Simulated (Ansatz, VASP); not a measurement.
One calculation of Mg3ZrN, two programs

```xyz
5
Lattice="5.3693 0.0000 0.0000 0.0000 5.3693 0.0000 0.0000 0.0000 3.7058" Properties=species:S:1:pos:R:3 pbc="T T T"
Mg    0.0000    2.6846    0.0000
Mg    2.6846    0.0000    0.0000
Mg    2.6846    2.6846    0.0000
Zr    0.0000    0.0000    1.8529
N     2.6846    2.6846    1.8529
```

Alike in both runs: task single point; functional PBE; k mesh 4 × 4 × 6; occupations gaussian, width 0.1 eV; collinear spin.

|  | VASP | Ansatz |
| --- | --- | --- |
| version | VASP 6.6.1 | Ansatz 0.2.0 |
| potentials or method | VASP PAW PBE potentials, release 64 (Mg, Zr_sv, N), cutoff 520 eV | scalar-relativistic, plane waves, PAW |
| valence electrons in the cell | 23 | 47 |

Ansatz gave:

- gap on the k mesh at the Fermi level (eV): none
- pressure (GPa): 0.0
- traceless stress, the component that is largest in VASP (GPa): 0.05
- net moment per atom (μB): 0.00

Task: Estimate VASP's values.

Result: gap on the k mesh at the Fermi level (eV): none; pressure (GPa): 0.0; traceless stress, the component that is largest in VASP (GPa): 0.19; net moment per atom (μB): 0.00.

A gap of «none» marks a metal or a gap that the smearing closes. The functional is the same, so the differences come from potentials, cutoffs and numerics. VASP's potentials hold 23 valence electrons a cell and Ansatz's 47, so a difference there can come from the potentials and not from the codes. Ansatz's warnings: seeded moment not kept.
